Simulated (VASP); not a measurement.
# WC (P1) in VASP: a series of runs

The runs below take WC through single point, relaxation of cell and atoms, with PBEsol.

All numbers are computed with VASP 6.6.1; they aren't measurements. Logs are shortened: lines on timing, memory, paths and dates and some standing lists are left out, and cuts for length are marked.

### Step 1. The cell of the first run

The typed cell holds 2 atoms: a = 2.898 Å, b = 2.898 Å, c = 2.828 Å, α = 90.00°, β = 90.00°, γ = 120.00°.

### Step 2. Single point, PBEsol (atoms moved at random)

File INCAR:

```
SYSTEM = WC
PREC     = Accurate       ! precision mode
ENCUT    = 520            ! plane-wave cutoff, eV
EDIFF    = 1E-6           ! SCF threshold, eV
ISMEAR   = 0              ! smearing method
SIGMA    = 0.15           ! smearing width, eV
LREAL    = .False.        ! projectors in reciprocal space
LASPH    = .True.         ! aspherical terms in the spheres
NELM     = 60             ! most SCF steps
ALGO     = Normal         ! electronic algorithm
ISIF     = 2              ! what is computed and relaxed
LWAVE    = .False.        ! write WAVECAR
LCHARG   = .False.        ! write CHGCAR
GGA      = PS             ! functional
NBANDS   = 16             ! bands
```

File KPOINTS:

```
regular mesh
0
Gamma
  12 12 12
  0 0 0
```

File POSCAR:

```
WC
1.0
    2.8984136660      0.0000000000      0.0000000000
   -1.4492068330      2.5100998655      0.0000000000
    0.0000000000      0.0000000000      2.8276119028
W C
1 1
Direct
   -0.0403550339     -0.0383487840      0.0432592173
    0.7070217006      0.3716821173      0.4567407827
```

Potentials or basis: VASP PAW PBE potentials, release 64 (W_sv, C).

Command:

```
cat potpaw_PBE.64/W_sv/POTCAR potpaw_PBE.64/C/POTCAR > POTCAR
mpirun -np 1 vasp_std > vasp.out
```

OUTCAR:

```text
SYSTEM = WC
   PREC = Accurate
   ENCUT = 520
   EDIFF = 1E-6
   ISMEAR = 0
   LREAL = .False.
   LASPH = .True.
   NELM = 60
   ISIF = 2
   GGA = PS

 ion  position               nearest neighbor table
   1  0.960  0.962  0.043-   2 1.89   2 2.05   2 2.21   2 2.23   2 2.36   2 2.51
   2  0.707  0.372  0.457-   1 1.89   1 2.05   1 2.21   1 2.23   1 2.36   1 2.51

  LATTYP: Found a hexagonal cell.
 ALAT       =     2.8984136660
 C/A-ratio  =     0.9755722366

  Lattice vectors:

 A1 = (   2.8984136660,   0.0000000000,   0.0000000000)
 A2 = (  -1.4492068330,   2.5100998655,   0.0000000000)
 A3 = (   0.0000000000,   0.0000000000,   2.8276119028)

Analysis of symmetry for initial positions (statically):
=====================================================================
 Subroutine PRICEL returns:
 Original cell was already a primitive cell.

 Routine SETGRP: Setting up the symmetry group for a
 hexagonal supercell.

 Subroutine GETGRP returns: Found  1 space group operations
 (whereof  1 operations were pure point group operations)
 out of a pool of 24 trial point group operations.

The static configuration has the point symmetry C_1 .

Analysis of symmetry for dynamics (positions and initial velocities):
=====================================================================
 Subroutine PRICEL returns:
 Original cell was already a primitive cell.

 Routine SETGRP: Setting up the symmetry group for a
 hexagonal supercell.

 Subroutine GETGRP returns: Found  1 space group operations
 (whereof  1 operations were pure point group operations)
 out of a pool of 24 trial point group operations.

The dynamic configuration has the point symmetry C_1 .

 Subroutine INISYM returns: Found  1 space group operations
 (whereof  1 operations are pure point group operations),
 and found     1 'primitive' translations

----------------------------------------------------------------------------------------

                                     Primitive cell

  volume of cell :      20.5717

  direct lattice vectors                    reciprocal lattice vectors
     2.898413666  0.000000000  0.000000000     0.345016314  0.199195262  0.000000000
    -1.449206833  2.510099865  0.000000000     0.000000000  0.398390524  0.000000000
     0.000000000  0.000000000  2.827611903     0.000000000  0.000000000  0.353655323

  length of vectors
     2.898413666  2.898413666  2.827611903     0.398390524  0.398390524  0.353655323

  position of ions in fractional coordinates (direct lattice)
     0.959644966  0.961651216  0.043259217
     0.707021701  0.371682117  0.456740783

  ion indices of the primitive-cell ions
   primitive index   ion index
                 1           1
                 2           2

----------------------------------------------------------------------------------------

 KPOINTS: regular mesh

Automatic generation of k-mesh.
 Grid dimensions read from file:
 generate k-points for:   12   12   12

 Generating k-lattice:

  Cartesian coordinates                     Fractional coordinates (reciprocal lattice)
     0.028751360  0.016599605  0.000000000     0.083333333  0.000000000  0.000000000
     0.000000000  0.033199210  0.000000000     0.000000000  0.083333333  0.000000000
     0.000000000  0.000000000  0.029471277     0.000000000  0.000000000  0.083333333

  Length of vectors
     0.033199210  0.033199210  0.029471277

  Shift w.r.t. Gamma in fractional coordinates (k-lattice)
     0.000000000  0.000000000  0.000000000

 Subroutine IBZKPT returns following result:
 ===========================================

 Found    868 irreducible k-points:

 Following reciprocal coordinates:
            Coordinates               Weight
  0.000000  0.000000  0.000000      1.000000
  0.083333 -0.000000  0.000000      2.000000
  0.000000  0.083333  0.000000      2.000000
 -0.083333  0.083333  0.000000      2.000000
  0.166667 -0.000000  0.000000      2.000000
  0.000000  0.166667  0.000000      2.000000
[... 16 lines left out ...]
  0.166667  0.083333  0.000000      2.000000
 -0.083333  0.250000  0.000000      2.000000
 [... further k-points ...]
   k-points           NKPTS =    868   k-points in BZ     NKDIM =    868   number of bands    NBANDS=     16
   number of dos      NEDOS =    301   number of ions     NIONS =      2
   total plane-waves  NPLWV =  13824
   dimension x,y,z NGX =    24 NGY =   24 NGZ =   24
   dimension x,y,z NGXF=    48 NGYF=   48 NGZF=   48
   ions per type =               1   1
   NGX,Y,Z   is equivalent  to a cutoff of  13.77, 13.77, 14.11 a.u.
   NGXF,Y,Z  is equivalent  to a cutoff of  27.53, 27.53, 28.22 a.u.
 SYSTEM =  WC
   PREC   = accura    normal or accurate (medium, high low for compatibility)
   ISTART =      0    job   : 0-new  1-cont  2-samecut
   ICHARG =      2    charge: 1-file 2-atom 10-const
   ISPIN  =      1    spin polarized calculation?
   LNONCOLLINEAR =      F non collinear calculations
   LSORBIT =      F    spin-orbit coupling
   LASPH  =      T    aspherical Exc in radial PAW
   ENCUT  =  520.0 eV  38.22 Ry    6.18 a.u.   5.39  5.39  5.26*2*pi/ulx,y,z
   NELM   =     60;   NELMIN=  2; NELMDL= -5     # of ELM steps
   EDIFF  = 0.1E-05   stopping-criterion for ELM
   LREAL  =      F    real-space projection
   EDIFFG = 0.1E-04   stopping-criterion for IOM
   NSW    =      0    number of steps for IOM
   IBRION =     -1    ionic relax: 0-MD 1-quasi-New 2-CG
   NFREE  =      0    steps in history (QN), initial steepest desc. (CG)
   ISIF   =      2    stress and relaxation
   ISYM   =      2    0-nonsym 1-usesym 2-fastsym
   POTIM  = 0.5000    time-step for ionic-motion
   TEBEG  =    0.0;   TEEND  =   0.0 temperature during run
   PSTRESS=    0.0 pullay stress
   NELECT =      18.0000    total number of electrons
   NUPDOWN=      -1.0000    fix difference up-down
   EMIN   =  10.00;   EMAX   =-10.00  energy-range for DOS
   EFERMI =   0.00;   METHOD = LEGACY
   ISMEAR =     0;   SIGMA  =   0.15  broadening in eV -4-tet -1-fermi 0-gaus
   EFERMI_NEDOS =   21; number of points for ismear=-14 and -15
   IALGO  =     38    algorithm
   IMIX   =      4    mixing-type and parameters
     AMIX     =   0.40;   BMIX     =  1.00
     AMIX_MAG =   1.60;   BMIX_MAG =  1.00
  volume/ion in A,a.u.               =      10.29        69.41
  Fermi-wavevector in a.u.,A,eV,Ry     =   1.565820  2.958971 33.358675  2.451793
  Thomas-Fermi vector in A             =   2.668240
   LORBIT       =      0    0 simple, 1 ext, 2 COOP (PROOUT), +10 PAW based schemes
   GGA     = PS    functional components
   LHFCALC =     F    Hartree Fock is set to
   AEXX    =    0.0000 exact exchange contribution
   IVDW    =     0    specifies the selected vdW correction
   LEPSILON=     F    determine dielectric tensor
   LRPA    =     F    only Hartree local field effects (RPA)
 non-spin polarized calculation
 Gauss-broadening in eV      SIGMA  =   0.15
  energy-cutoff  :      520.00
  volume of cell :       20.57
 maximum number of plane-waves:       575
 NGX is ok and might be reduce to    24
   NGX = 11   NGY = 11   NGZ = 11

 number of electron      18.0000000 magnetization

 Free energy of the ion-electron system (eV)
  ---------------------------------------------------
  ext. energy  EPLUGINS =         0.00000000
  ---------------------------------------------------
  free energy    TOTEN  =       -22.96082256 eV

  energy without entropy =      -22.95698481  energy(sigma->0) =      -22.95890368

 E-fermi :  11.3171     XC(G=0): -13.9248

 val. band max:       11.3032916880   @ k =   0.0000  -0.0833   0.4167
 cond. band min:      11.3346154537   @ k =   0.0000   0.0833   0.0000
 fundamental gap:      0.0313237657
 Fermi energy:        11.3171022644

 k-point     1 :       0.0000    0.0000    0.0000
  band No.  band energies     occupation
      1     -62.7128      2.00000
      2     -26.7862      2.00000
      3     -26.6701      2.00000
      4     -26.6225      2.00000
      5      -3.4184      2.00000
      6       5.8753      2.00000
[... 8 lines left out ...]
     15      24.0675      0.00000
     16      26.8641      0.00000

 k-point     2 :       0.0833   -0.0000    0.0000
  band No.  band energies     occupation
      1     -62.7087      2.00000
      2     -26.7888      2.00000
      3     -26.6843      2.00000
      4     -26.6722      2.00000
      5      -3.2472      2.00000
      6       5.9494      2.00000
[... 8 lines left out ...]
     15      23.8128      0.00000
     16      27.3146      0.00000

 k-point     3 :       0.0000    0.0833    0.0000
  band No.  band energies     occupation
      1     -62.7086      2.00000
      2     -26.8031      2.00000
      3     -26.7042      2.00000
      4     -26.6412      2.00000
      5      -3.2178      2.00000
      6       5.8796      2.00000
[... 8 lines left out ...]
     15      24.2967      0.00000
     16      27.1802      0.00000

 k-point     4 :      -0.0833    0.0833    0.0000
  band No.  band energies     occupation
      1     -62.7086      2.00000
      2     -26.7915      2.00000
      3     -26.7155      2.00000
      4     -26.6403      2.00000
      5      -3.2277      2.00000
      6       5.9131      2.00000
[... 8 lines left out ...]
     15      24.1399      0.00000
     16      26.8551      0.00000
[... 324 lines left out ...]
 k-point    22 :      -0.1667    0.0833    0.0000
  band No.  band energies     occupation
      1     -62.7010      2.00000
      2     -26.8127      2.00000
      3     -26.7797      2.00000
      4     -26.6764      2.00000
      5      -2.9090      2.00000
      6       5.8933      2.00000
[... 8 lines left out ...]
     15      23.7185      0.00000
     16      27.4168      0.00000

 k-point    23 :       0.1667    0.0833    0.0000
  band No.  band energies     occupation
      1     -62.6875      2.00000
      2     -27.0095      2.00000
      3     -26.7728      2.00000
      4     -26.6980      2.00000
      5      -2.2933      2.00000
      6       5.4365      2.00000
[... 8 lines left out ...]
     15      24.0952      0.00000
     16      28.8083      0.00000

 k-point    24 :      -0.0833    0.2500    0.0000
  band No.  band energies     occupation
      1     -62.6869      2.00000
      2     -27.0710      2.00000
      3     -26.7383      2.00000
      4     -26.6864      2.00000
      5      -2.1118      2.00000
      6       5.2419      2.00000
[... 8 lines left out ...]
     15      25.6108      0.00000
     16      27.5397      0.00000

 [... further k-points ...]

------------------------ aborting loop because EDIFF is reached ----------------------------------------

  FORCE on cell =-STRESS in cart. coord.  units (eV):
  Direction    XX          YY          ZZ          XY          YZ          ZX
  --------------------------------------------------------------------------------------
  -------------------------------------------------------------------------------------
  Total        0.6639324      4.6252086      3.9283241     -1.1160555     -2.7550618     -0.7311002
  in kB       51.7086600    360.2224157    305.9473659    -86.9210945   -214.5708637    -56.9398481
  external PRESSURE =     239.2928139 kB  Pullay stress =       0.0000000 kB

 VOLUME and BASIS-vectors are now :
 -----------------------------------------------------------------------------
  energy-cutoff  :      520.00
  volume of cell :       20.57
      direct lattice vectors                 reciprocal lattice vectors
     2.898413666  0.000000000  0.000000000     0.345016314  0.199195262  0.000000000
    -1.449206833  2.510099865  0.000000000     0.000000000  0.398390524  0.000000000
     0.000000000  0.000000000  2.827611903     0.000000000  0.000000000  0.353655323

 POSITION                                       TOTAL-FORCE (eV/Angst)
 -----------------------------------------------------------------------------------
      1.38782      2.41384      0.12232         1.479473      3.911347     -4.518154
      1.51060      0.93296      1.29149        -1.479473     -3.911347      4.518154
 -----------------------------------------------------------------------------------
    total drift:                                0.000103     -0.000124      0.000455

  FREE ENERGIE OF THE ION-ELECTRON SYSTEM (eV)
  ---------------------------------------------------
  free  energy   TOTEN  =       -22.9608225631 eV

  energy  without entropy=      -22.9569848054  energy(sigma->0) =      -22.95890368
```

Run time: 1.7 min. Hardware: 1 thread of Intel Xeon 6975P-C, shared host; peak memory 0.38 GiB.

What came out:

```yaml
Free_energy: -22.9608 eV
Pressure: 23.9 GPa
Largest_force: 6.156 eV/Å
Band_gap_on_the_k_mesh: zero (band 9 reaches 12.17 eV, above the bottom of band 10 at 11.02 eV)
```

Forces in eV/Å, atoms in the order of the input:
```
W    1.479  3.911 -4.518
C   -1.479 -3.911  4.518
```

Levels at points of the mesh, in eV from the Fermi level:
| k point | band 6 | band 7 | band 8 | band 9 | band 10 | band 11 | band 12 | band 13 |
| --- | --- | --- | --- | --- | --- | --- | --- | --- |
| (0.00, 0.00, 0.00) | -5.44 | -4.15 | -3.62 | 0.67 | 2.08 | 3.26 | 4.83 | 5.92 |
| (0.50, 0.00, 0.00) | -6.78 | -4.66 | -2.73 | -1.28 | 2.63 | 4.40 | 4.93 | 5.07 |
| (0.00, 0.50, 0.00) | -7.90 | -4.49 | -3.87 | -0.72 | 2.84 | 3.81 | 4.53 | 5.93 |
| (0.50, 0.50, 0.00) | -7.38 | -4.86 | -3.72 | -0.28 | 2.65 | 4.04 | 4.86 | 5.96 |
| (0.00, 0.00, 0.50) | -8.70 | -4.00 | -2.28 | -0.74 | -0.06 | 2.79 | 4.16 | 6.86 |
| (0.50, 0.00, 0.50) | -7.64 | -5.33 | -4.75 | 0.86 | 4.05 | 5.07 | 6.08 | 9.11 |
| (0.00, 0.50, 0.50) | -6.50 | -4.23 | -3.63 | -0.54 | 4.14 | 5.15 | 5.86 | 8.54 |
| (0.50, 0.50, 0.50) | -6.90 | -4.64 | -3.84 | -0.08 | 3.80 | 5.09 | 5.32 | 8.79 |

Caveat: the cell differs from its parent crystal (atoms moved at random); the PAW data sets were made with another functional, which shifts forces and pressure a little; spin-orbit coupling is left out, which moves the levels of the heavy elements.

### Step 3. Relaxation of cell and atoms, PBEsol (all atoms moved at random, sigma 0.15 Å a component)

File INCAR:

```
SYSTEM = WC
PREC = Accurate
ENCUT = 600
EDIFF = 1E-6
ISMEAR = 0
SIGMA = 0.15
LREAL = .FALSE.
LASPH = .TRUE.
NELM = 100
ALGO = Normal
ISIF = 3
LWAVE = .FALSE.
LCHARG = .FALSE.
GGA = PS
IBRION = 2
NSW = 100
EDIFFG = -0.01
```

File KPOINTS:

```
Automatic mesh
0
G
  12 12 12
  0 0 0
```

POSCAR is that of step 2.

Potentials or basis: VASP PAW PBE potentials, release 64 (W_sv, C).

Command:

```
cat potpaw_PBE.64/W_sv/POTCAR potpaw_PBE.64/C/POTCAR > POTCAR
mpirun -np 1 vasp_std > vasp.out
```

It took 15 min on 1 thread of Intel Xeon 6975P-C, shared host; peak memory 0.46 GiB.

The run converged. Its results:

```
Free energy                            : -23.9037 eV
Relaxed volume                         : 10.32 Å³/atom
Relaxed cell                           : a = 2.901 Å, b = 2.901 Å, c = 2.831 Å, α = 90.00°, β = 90.00°, γ = 120.00°
Space group after relaxing (to 0.05 Å) : P-6m2 (No. 187)
Energy gained by relaxing              : 470.9 meV/atom
Ionic steps                            : 15
Pressure after relaxing                : 0.0 GPa
Band gap on the k mesh                 : zero (band 9 reaches 11.64 eV, above the bottom of band 10 at 10.41 eV)
```

Forces on the atoms (eV/Å):
```
W    0.000  0.000 -0.002
C    0.000  0.000  0.002
```

The path:
```
step  energy change (eV)  largest force (eV/Å)  pressure (GPa)  volume (Å³)
   1              0.0000                6.1547           23.86        20.57
   2              0.3354                0.8424          -41.99        25.30
   3             -0.6901                0.9447          -25.05        22.24
   4             -0.7179                1.1744          -21.50        22.01
   5             -0.7278                1.5350          -16.61        21.74
   6             -0.7905                0.8387           31.74        19.33
   7             -0.9115                0.5298            6.73        20.33
   8             -0.9246                0.5345           -3.86        20.85
   9             -0.9404                0.0793            0.16        20.63
  10             -0.9417                0.0484           -0.33        20.65
  11             -0.9418                0.0379           -0.25        20.65
  12             -0.9418                0.0043            0.35        20.62
  13             -0.9418                0.0128            0.20        20.63
  14             -0.9419                0.0108           -0.10        20.64
  15             -0.9419                0.0021           -0.01        20.64
```

Final structure:
```
W C
1.0
     2.90142    0.00002   -0.00003
    -1.45073    2.51273    0.00014
    -0.00004   -0.00015    2.83058
W C
1 1
Direct
  0.00000 0.00000 0.00003
  0.66666 0.33333 0.49997
```

Levels at points of the mesh, in eV from the Fermi level:
```
           k point  band 6  band 7  band 8  band 9  band 10  band 11  band 12  band 13
(0.00, 0.00, 0.00)   -4.35   -3.35   -3.34    0.13     3.26     3.26     5.70     5.70
(0.50, 0.00, 0.00)   -7.05   -3.62   -3.60   -0.43     2.36     4.58     4.95     6.92
(0.00, 0.50, 0.00)   -7.05   -3.62   -3.60   -0.43     2.36     4.58     4.95     6.92
(0.50, 0.50, 0.00)   -7.05   -3.62   -3.60   -0.43     2.36     4.58     4.95     6.92
(0.00, 0.00, 0.50)   -8.70   -2.01   -2.01   -0.59    -0.59     3.73     4.55     4.55
(0.50, 0.00, 0.50)   -6.49   -4.34   -4.18    0.32     4.48     5.38     6.73     9.29
(0.00, 0.50, 0.50)   -6.49   -4.34   -4.18    0.32     4.48     5.38     6.73     9.29
(0.50, 0.50, 0.50)   -6.49   -4.34   -4.18    0.32     4.48     5.38     6.73     9.29
```

Caveat: the cell differs from its parent crystal (all atoms moved at random, sigma 0.15 Å a component); the PAW data sets were made with another functional, which shifts forces and pressure a little; spin-orbit coupling is left out, which moves the levels of the heavy elements.
